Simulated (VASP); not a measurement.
# LiHF2 (R-3m) in VASP: notebook

LiHF2 is run at these levels: PBEsol; tasks: vibrations by perturbation theory.

All numbers are computed with VASP 6.6.1; they aren't measurements. Logs are shortened: lines on timing, memory, paths and dates and some standing lists are left out, and cuts for length are marked.

## Step 1: The cell of the first run

The structure is trigonal, space group R-3m (No. 166). Conventional cell: a = 2.971 Å, b = 2.971 Å, c = 13.051 Å, α = 90.00°, β = 90.00°, γ = 120.00°. Li (site symmetry -3m) has 6 F at 2.00 Å and 6 H at 2.77 Å within 2.8 Å. Within 1.5 Å of H (site symmetry -3m) lie 2 F at 1.14 Å. Within 1.5 Å of F (site symmetry 3m) lie 1 H at 1.14 Å.

## Step 2: Vibrations by perturbation theory, PBEsol (8.31 Å³/atom)

INCAR

```
ALGO = Normal
EDIFF = 1E-8
ENCUT = 520
GGA = PS
IBRION = 8
ISIF = 2
ISMEAR = 0
LASPH = True
LCHARG = False
LREAL = False
LWAVE = False
NELM = 100
NSW = 1
PREC = Accurate
SIGMA = 0.01
```

KPOINTS

```
k-points
0
Gamma
  8 8 8
```

POSCAR

```
LiHF2
1.0
    1.4854902464      0.8576481936      4.3501936452
   -1.4854902464      0.8576481936      4.3501936452
    0.0000000000     -1.7152963872      4.3501936452
Li H F
1 1 2
Direct
    0.0000000000      0.0000000000      0.0000000000
    0.5000000000      0.5000000000      0.5000000000
    0.4127811515      0.4127811515      0.4127811515
    0.5872188485      0.5872188485      0.5872188485
```

Potentials or basis: VASP PAW PBE potentials, release 64 (Li_sv, H, F).

On the command line:

```console
cat potpaw_PBE.64/Li_sv/POTCAR potpaw_PBE.64/H/POTCAR potpaw_PBE.64/F/POTCAR > POTCAR
mpirun -np 1 vasp_std > vasp.out
```

OUTCAR:

```text
EDIFF = 1E-8
   ENCUT = 520
   GGA = PS
   IBRION = 8
   ISIF = 2
   ISMEAR = 0
   LASPH = True
   LREAL = False
   NELM = 100
   NSW = 1
   PREC = Accurate

 ion  position               nearest neighbor table
   1  0.000  0.000  0.000-   4 2.00   3 2.00   4 2.00   4 2.00   3 2.00   3 2.00
   2  0.500  0.500  0.500-   3 1.14   4 1.14
   3  0.413  0.413  0.413-   2 1.14   1 2.00   1 2.00   1 2.00
   4  0.587  0.587  0.587-   2 1.14   1 2.00   1 2.00   1 2.00

  LATTYP: Found a trigonal (rhomboedric) cell.
 ALAT       =     4.6761550923
 COS(alpha) =     0.7981671786

  Lattice vectors:

 A1 = (   1.4854902464,   0.8576481936,   4.3501936452)
 A2 = (  -1.4854902464,   0.8576481936,   4.3501936452)
 A3 = (   0.0000000000,  -1.7152963872,   4.3501936452)

Analysis of symmetry for initial positions (statically):
=====================================================================
 Subroutine PRICEL returns:
 Original cell was already a primitive cell.

 Routine SETGRP: Setting up the symmetry group for a
 trigonal (rhombohedral) supercell.

 Subroutine GETGRP returns: Found 12 space group operations
 (whereof 12 operations were pure point group operations)
 out of a pool of 12 trial point group operations.

The static configuration has the point symmetry D_3d.

Analysis of symmetry for dynamics (positions and initial velocities):
=====================================================================
 Subroutine PRICEL returns:
 Original cell was already a primitive cell.

 Routine SETGRP: Setting up the symmetry group for a
 trigonal (rhombohedral) supercell.

 Subroutine GETGRP returns: Found 12 space group operations
 (whereof 12 operations were pure point group operations)
 out of a pool of 12 trial point group operations.

The dynamic configuration has the point symmetry D_3d.

 Subroutine INISYM returns: Found 12 space group operations
 (whereof 12 operations are pure point group operations),
 and found     1 'primitive' translations

----------------------------------------------------------------------------------------

                                     Primitive cell

  volume of cell :      33.2536

  direct lattice vectors                    reciprocal lattice vectors
     1.485490246  0.857648194  4.350193645     0.336589218  0.194329875  0.076624941
    -1.485490246  0.857648194  4.350193645    -0.336589218  0.194329875  0.076624941
     0.000000000 -1.715296387  4.350193645     0.000000000 -0.388659751  0.076624941

  length of vectors
     4.676155092  4.676155092  4.676155092     0.396141116  0.396141116  0.396141116

  position of ions in fractional coordinates (direct lattice)
     0.000000000  0.000000000  0.000000000
     0.500000000  0.500000000  0.500000000
     0.412781151  0.412781151  0.412781151
     0.587218849  0.587218849  0.587218849

  ion indices of the primitive-cell ions
   primitive index   ion index
                 1           1
                 2           2
                 3           3
                 4           4

[... 134 lines left out ...]
      5      -3.2272      2.00000
      6      -3.2272      2.00000
      7      -3.0497      2.00000
      8      -3.0327      2.00000
      9      -3.0327      2.00000
     10       5.3686      0.00000
     11      10.1452      0.00000
     12      14.2717      0.00000
     13      15.6788      0.00000
[... 354 lines left out ...]
  band No.  band energies     occupation
      1     -42.6266      2.00000
      2     -23.5774      2.00000
      3     -22.2997      2.00000
      4      -8.0624      2.00000
      5      -4.5275      2.00000
      6      -3.5979      2.00000
      7      -3.3952      2.00000
      8      -3.3523      2.00000
      9      -3.2402      2.00000
     10       7.1238      0.00000
     11      11.2010      0.00000
     12      13.9090      0.00000
     13      14.5183      0.00000

 [... further k-points ...]

------------------------ aborting loop because EDIFF is reached ----------------------------------------

  FORCE on cell =-STRESS in cart. coord.  units (eV):
  Direction    XX          YY          ZZ          XY          YZ          ZX
  --------------------------------------------------------------------------------------
  -------------------------------------------------------------------------------------
  Total        0.0768586      0.0768586      0.4765648      0.0000000      0.0000000      0.0000000
  in kB        3.7030887      3.7030887     22.9611543      0.0000000      0.0000000      0.0000000
  external PRESSURE =      10.1224439 kB  Pullay stress =       0.0000000 kB

 VOLUME and BASIS-vectors are now :
 -----------------------------------------------------------------------------
  energy-cutoff  :      520.00
  volume of cell :       33.25
      direct lattice vectors                 reciprocal lattice vectors
     1.485490246  0.857648194  4.350193645     0.336589218  0.194329875  0.076624941
    -1.485490246  0.857648194  4.350193645    -0.336589218  0.194329875  0.076624941
     0.000000000 -1.715296387  4.350193645     0.000000000 -0.388659751  0.076624941

 POSITION                                       TOTAL-FORCE (eV/Angst)
 -----------------------------------------------------------------------------------
      0.00000      0.00000      0.00000        -0.000000     -0.000000     -0.000000
      0.00000      0.00000      6.52529         0.000000     -0.000000     -0.000000
      0.00000      0.00000      5.38703        -0.000000     -0.000000     -0.062153
      0.00000      0.00000      7.66355        -0.000000      0.000000      0.062153
 -----------------------------------------------------------------------------------
    total drift:                                0.000000     -0.000000      0.000000

  FREE ENERGIE OF THE ION-ELECTRON SYSTEM (eV)
  ---------------------------------------------------
  free  energy   TOTEN  =       -18.6004966322 eV

  energy  without entropy=      -18.6004966322  energy(sigma->0) =      -18.60049663

[... ionic steps 2 to 9 ...]

--------------------------------------- Ionic step       10  -------------------------------------------

------------------------ aborting loop because EDIFF is reached ----------------------------------------

[... ionic steps 11 to 11 ...]

--------------------------------------- Ionic step       12  -------------------------------------------

 Free energy of the ion-electron system (eV)
  ---------------------------------------------------
  ---------------------------------------------------
  free energy    TOTEN  =        -0.54550907 eV

  energy without entropy =       -0.54550907

------------------------ aborting loop because EDIFF is reached ----------------------------------------

 INTERNAL STRAIN TENSOR  FOR ION    3  DIRECTION 3   (eV/Angst):
 -----------------------------------------------------------------------------
    -2.21634  0.00000  0.00000
     0.00000 -2.21634 -0.00000
    -0.00000  0.00000 25.93261

 INTERNAL STRAIN TENSOR FOR ION    4 for displacements in x,y,z  (eV/Angst):
          X           Y           Z          XY          YZ          ZX
  --------------------------------------------------------------------------------
  x     0.00000     0.00000    -0.00000    -0.07442     0.00000     2.24675
  y    -0.07442     0.07442     0.00000     0.00000     1.77248     0.00000
  z     2.21634     2.21634   -25.93261     0.00000    -0.00000     0.00000

 SECOND DERIVATIVES (NOT SYMMETRIZED)
 ------------------------------------
               1X          1Y          1Z          2X          2Y          2Z          3X          3Y          3Z          4X          4Y          4Z
  1X    -2.202542    0.000000    0.000000    0.024907    0.000000    0.000000    1.088818    0.000000    0.000000    1.088818    0.000000    0.000000
  1Y     0.000000   -2.202542   -0.000000    0.000000    0.024907    0.000000    0.000000    1.088818    0.000000    0.000000    1.088818    0.000000
  1Z     0.000000    0.000000   -4.188184    0.000000    0.000000    4.247162    0.000000    0.000000   -0.029489    0.000000    0.000000   -0.029489
  2X     0.016141    0.000000    0.000000   -4.487805    0.000000    0.000000    2.235832    0.000000    0.000000    2.235832    0.000000    0.000000
  2Y     0.000000    0.016141    0.000000    0.000000   -4.487805    0.000000    0.000000    2.235832    0.000000    0.000000    2.235832    0.000000
  2Z     0.000000    0.000000    4.292911    0.000000    0.000000  -11.993805    0.000000   -0.000000    3.850447    0.000000   -0.000000    3.850447
  3X     1.068102   -0.000000   -0.000000    2.235273    0.000000   -0.000000   -2.548967    0.000000    0.000000   -0.754408    0.000000    0.000000
  3Y     0.000000    1.068102    0.000000    0.000000    2.235273   -0.000000    0.000000   -2.548967    0.000000    0.000000   -0.754408   -0.000000
  3Z     0.000000    0.000000   -0.112001    0.000000   -0.000000    3.848762    0.000000    0.000000  -18.220693    0.000000    0.000000   14.483932
  4X     1.068102   -0.000000   -0.000000    2.235273    0.000000   -0.000000   -0.754408    0.000000    0.000000   -2.548967    0.000000    0.000000
  4Y     0.000000    1.068102    0.000000    0.000000    2.235273   -0.000000    0.000000   -0.754408   -0.000000    0.000000   -2.548967    0.000000
  4Z     0.000000    0.000000   -0.112001    0.000000   -0.000000    3.848762    0.000000    0.000000   14.483932    0.000000    0.000000  -18.220693

 Eigenvectors and eigenvalues of the dynamical matrix
 ----------------------------------------------------

   1 f  =   54.925899 THz   345.109604 2PiTHz 1832.130791 cm-1   227.155165 meV
             X         Y         Z           dx          dy          dz
      0.000000  0.000000  0.000000     0.000000    0.000000   -0.135394
      0.000000  0.000000  6.525290     0.000000    0.000000    0.985585
      0.000000  0.000000  5.387034    -0.000000   -0.000000   -0.071729
      0.000000  0.000000  7.663547    -0.000000   -0.000000   -0.071729
[... 71 lines left out ...]
  12 f/i=    0.098271 THz     0.617457 2PiTHz    3.277980 cm-1     0.406418 meV
             X         Y         Z           dx          dy          dz
      0.000000  0.000000  0.000000     0.000000   -0.000000   -0.381876
      0.000000  0.000000  6.525290     0.000000   -0.000000   -0.146382
      0.000000  0.000000  5.387034     0.000000   -0.000000   -0.645269
      0.000000  0.000000  7.663547     0.000000   -0.000000   -0.645269

--------------------------------------------------------------------------------------------------------

 ELASTIC MODULI CONTR FROM IONIC RELAXATION (kBar)
 Direction    XX          YY          ZZ          XY          YZ          ZX
 --------------------------------------------------------------------------------
 XX         -14.7707    -14.1759    169.3464      0.0000      7.0829     -0.0000
 YY         -14.1759    -14.7707    169.3464      0.0000     -7.0829     -0.0000
 ZZ         169.3464    169.3464  -1981.4584     -0.0000      0.0000      0.0000
 XY           0.0000      0.0000     -0.0000     -0.2974     -0.0000      8.9781
 YZ           7.0829     -7.0829      0.0000     -0.0000   -168.6977      0.0000
 ZX          -0.0000     -0.0000      0.0000      8.9781      0.0000   -271.0529
 --------------------------------------------------------------------------------
```

Run time: 17 min. Hardware: 1 thread of Oxide Virtual Turin-like, shared host; peak memory 0.4 GiB.

What came out:

* Highest phonon frequency at Γ, LO-TO splitting left out: 1832 cm⁻¹

Phonon frequencies in cm⁻¹ (negative: imaginary):
| q point | frequencies |
| --- | --- |
| (0.000, 0.000, 0.000) | -3 -1 -1 160 160 317 317 348 684 1119 1119 1832 |

Caveat: the cell stands under pressure or tension, which shifts response properties; the cutoff is under 1.25 times the usual one of these potentials, so pressure, stress and relaxed cells hold a basis-set (Pulay) error; the PAW data sets were made with another functional, which shifts forces and pressure a little.

## Step 3: Vibrations by perturbation theory, PBEsol

This run uses another cell than the first one, of 8.48 Å³/atom.

INCAR

```
SYSTEM = LiHF2
PREC = Accurate
ENCUT = 520
EDIFF = 1E-8
ISMEAR = 0
SIGMA = 0.01
LREAL = .False.
LASPH = .True.
NELM = 80
ALGO = Normal
ISIF = 2
LWAVE = .False.
LCHARG = .True.
GGA = PS
IBRION = 8
NSW = 1
```

KPOINTS

```
Automatic mesh
0
Gamma
  8 8 8
  0 0 0
```

POSCAR

```
LiHF2
1.0
    1.4955276471      0.8634432896      4.3795877372
   -1.4955276471      0.8634432896      4.3795877372
    0.0000000000     -1.7268865793      4.3795877372
Li H F
1 1 2
Direct
    0.0000000000      0.0000000000      0.0000000000
    0.5000000000      0.5000000000      0.5000000000
    0.4131272606      0.4131272606      0.4131272606
    0.5868727394      0.5868727394      0.5868727394
```

Potentials or basis: VASP PAW PBE potentials, release 64 (Li_sv, H, F).

On the command line:

```console
cat potpaw_PBE.64/Li_sv/POTCAR potpaw_PBE.64/H/POTCAR potpaw_PBE.64/F/POTCAR > POTCAR
mpirun -np 1 vasp_std > vasp.out
```

OUTCAR:

```text
SYSTEM = LiHF2
   PREC = Accurate
   ENCUT = 520
   EDIFF = 1E-8
   ISMEAR = 0
   LREAL = .False.
   LASPH = .True.
   NELM = 80
   ISIF = 2
   GGA = PS
   IBRION = 8
   NSW = 1

 ion  position               nearest neighbor table
   1  0.000  0.000  0.000-   4 2.02   3 2.02   4 2.02   4 2.02   3 2.02   3 2.02
   2  0.500  0.500  0.500-   3 1.14   4 1.14
   3  0.413  0.413  0.413-   2 1.14   1 2.02   1 2.02   1 2.02
   4  0.587  0.587  0.587-   2 1.14   1 2.02   1 2.02   1 2.02

  LATTYP: Found a trigonal (rhomboedric) cell.
 ALAT       =     4.7077516933
 COS(alpha) =     0.7981671786

  Lattice vectors:

 A1 = (   1.4955276471,   0.8634432896,   4.3795877372)
 A2 = (  -1.4955276471,   0.8634432896,   4.3795877372)
 A3 = (   0.0000000000,  -1.7268865793,   4.3795877372)

Analysis of symmetry for initial positions (statically):
=====================================================================
 Subroutine PRICEL returns:
 Original cell was already a primitive cell.

 Routine SETGRP: Setting up the symmetry group for a
 trigonal (rhombohedral) supercell.

 Subroutine GETGRP returns: Found 12 space group operations
 (whereof 12 operations were pure point group operations)
 out of a pool of 12 trial point group operations.

The static configuration has the point symmetry D_3d.

[... 606 lines left out ...]
  free energy    TOTEN  =        -0.54539118 eV

  energy without entropy =       -0.54539118

------------------------ aborting loop because EDIFF is reached ----------------------------------------

 INTERNAL STRAIN TENSOR  FOR ION    3  DIRECTION 3   (eV/Angst):
 -----------------------------------------------------------------------------
    -1.99359 -0.00000  0.00000
    -0.00000 -1.99359 -0.00000
     0.00000 -0.00000 25.59601

 INTERNAL STRAIN TENSOR FOR ION    4 for displacements in x,y,z  (eV/Angst):
          X           Y           Z          XY          YZ          ZX
  --------------------------------------------------------------------------------
  x    -0.00000    -0.00000    -0.00000     0.02625     0.00000     1.96413
  y     0.02625    -0.02625     0.00000    -0.00000     1.50731     0.00000
  z     1.99359     1.99359   -25.59601     0.00000     0.00000     0.00000

 SECOND DERIVATIVES (NOT SYMMETRIZED)
 ------------------------------------
               1X          1Y          1Z          2X          2Y          2Z          3X          3Y          3Z          4X          4Y          4Z
  1X    -1.958003    0.000000    0.000000    0.024654    0.000000    0.000000    0.966675    0.000000    0.000000    0.966675    0.000000    0.000000
  1Y    -0.000000   -1.958003    0.000000    0.000000    0.024654   -0.000000    0.000000    0.966675    0.000000    0.000000    0.966675    0.000000
  1Z     0.000000    0.000000   -3.842350    0.000000   -0.000000    4.230148    0.000000    0.000000   -0.193899    0.000000    0.000000   -0.193899
  2X     0.009465    0.000000    0.000000   -4.553790    0.000000    0.000000    2.272163    0.000000    0.000000    2.272163    0.000000    0.000000
  2Y     0.000000    0.009465   -0.000000    0.000000   -4.553790    0.000000    0.000000    2.272163   -0.000000    0.000000    2.272163   -0.000000
  2Z     0.000000   -0.000000    4.248145    0.000000    0.000000  -11.485860    0.000000   -0.000000    3.618858    0.000000   -0.000000    3.618858
  3X     0.943896    0.000000    0.000000    2.271330    0.000000    0.000000   -2.448907    0.000000    0.000000   -0.766319    0.000000   -0.000000
  3Y    -0.000000    0.943896    0.000000    0.000000    2.271330   -0.000000    0.000000   -2.448907    0.000000   -0.000000   -0.766319   -0.000000
  3Z     0.000000    0.000000   -0.195997    0.000000   -0.000000    3.626144    0.000000    0.000000  -17.640331    0.000000   -0.000000   14.210184
  4X     0.943896    0.000000    0.000000    2.271330    0.000000    0.000000   -0.766319    0.000000   -0.000000   -2.448907    0.000000    0.000000
  4Y    -0.000000    0.943896    0.000000    0.000000    2.271330   -0.000000   -0.000000   -0.766319   -0.000000    0.000000   -2.448907    0.000000
  4Z     0.000000    0.000000   -0.195997    0.000000   -0.000000    3.626144    0.000000   -0.000000   14.210184    0.000000    0.000000  -17.640331

 Eigenvectors and eigenvalues of the dynamical matrix
 ----------------------------------------------------

   1 f  =   53.775578 THz   337.881923 2PiTHz 1793.760211 cm-1   222.397822 meV
             X         Y         Z           dx          dy          dz
      0.000000  0.000000  0.000000    -0.000000    0.000000   -0.139990
      0.000000 -0.000000  6.569382    -0.000000   -0.000000    0.985125
      0.000000 -0.000000  5.427981     0.000000    0.000000   -0.070471
      0.000000 -0.000000  7.710782     0.000000    0.000000   -0.070471
[... 71 lines left out ...]
  12 f/i=    0.050636 THz     0.318153 2PiTHz    1.689024 cm-1     0.209412 meV
             X         Y         Z           dx          dy          dz
      0.000000  0.000000  0.000000    -0.258804    0.285275    0.000000
      0.000000 -0.000000  6.569382    -0.099433    0.109603    0.000000
      0.000000 -0.000000  5.427981    -0.432779    0.477045    0.000000
      0.000000 -0.000000  7.710782    -0.432779    0.477045    0.000000

--------------------------------------------------------------------------------------------------------

 ELASTIC MODULI CONTR FROM IONIC RELAXATION (kBar)
 Direction    XX          YY          ZZ          XY          YZ          ZX
 --------------------------------------------------------------------------------
 XX         -11.8224    -11.7451    151.2933      0.0000     -2.2209      0.0000
 YY         -11.7451    -11.8224    151.2933      0.0000      2.2209      0.0000
 ZZ         151.2933    151.2933  -1942.4766     -0.0000      0.0000     -0.0000
 XY           0.0000      0.0000     -0.0000     -0.0387      0.0000     -2.8939
 YZ          -2.2209      2.2209      0.0000      0.0000   -127.5137      0.0000
 ZX           0.0000      0.0000     -0.0000     -2.8939      0.0000   -216.5173
 --------------------------------------------------------------------------------
```

stdout:

```text
POSCAR found type information on POSCAR LiH F
 POSCAR found :  3 types and       4 ions
 scaLAPACK will be used
 -----------------------------------------------------------------------------
|                                                                             |
|                                                                             |
|     You enforced a specific xc type in the INCAR file but a different       |
[... 22 lines left out ...]
 Linear response progress:
 first order change of Fermi-energy  -0.21707E-04
 force on displaced ion       2 direction 3 :   0.000   0.000 -11.486
 Linear response progress:
 first order change of Fermi-energy  -0.53375E+00
 force on displaced ion       3 direction 1 :  -2.449   0.000  -0.000
 Linear response progress:
 first order change of Fermi-energy  -0.70501E+00
 force on displaced ion       3 direction 3 :   0.000   0.000 -17.640
 Linear response finished
```

Wall time 14 min (1 thread of Oxide Virtual Turin-like, shared host); peak memory 0.41 GiB.

Results:

```
Highest phonon frequency at Γ, LO-TO splitting left out : 1794 cm⁻¹
```

Phonon frequencies in cm⁻¹ (negative: imaginary):
| q point | frequencies |
| --- | --- |
| (0.000, 0.000, 0.000) | -2 -2 0 155 155 299 299 322 675 1127 1127 1794 |

Caveat: the cutoff is under 1.25 times the usual one of these potentials, so pressure, stress and relaxed cells hold a basis-set (Pulay) error; the PAW data sets were made with another functional, which shifts forces and pressure a little.

(Part 1 of 3 ends here.)
